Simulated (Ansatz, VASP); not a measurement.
# One calculation of CsI, two programs

```xyz
2
Lattice="4.5667 0.0000 0.0000 0.0000 4.5667 0.0000 0.0000 0.0000 4.5667" Properties=species:S:1:pos:R:3 pbc="T T T"
Cs    0.0000    0.0000    0.0000
I     2.2833    2.2833    2.2833
```

Alike in both runs: task relaxation of cell and atoms; functional LDA; k mesh 10 × 10 × 10; occupations fermi-dirac, width 0.08 eV; no spin polarisation.

|  | VASP | Ansatz |
| --- | --- | --- |
| version | VASP 6.6.1 | Ansatz 0.2.0 |
| potentials or method | VASP PAW LDA potentials, release 64 (Cs_sv, I) | PAW with Ansatz's default frozen-core files, scalar-relativistic |
| plane-wave cutoff (eV) | 500 | 420 |
| valence electrons in the cell | 16 | 26 |

```tsv
	VASP	Ansatz	Ansatz less VASP
gap on the k mesh at the Fermi level, each at its own relaxed structure (eV)	3.78	3.80	+0.026
relaxed volume (Å³/atom)	42.83	42.64	-0.185
relaxed length of the cell vector where the two differ most in proportion (Å)	4.408	4.402	-0.0064
```

LDA's correlation is that of Perdew and Zunger in VASP and of Perdew and Wang (1992) in Ansatz. VASP's potentials hold 16 valence electrons a cell and Ansatz's 26, so a difference there can come from the potentials and not from the codes.

Spin-orbit coupling is off throughout.
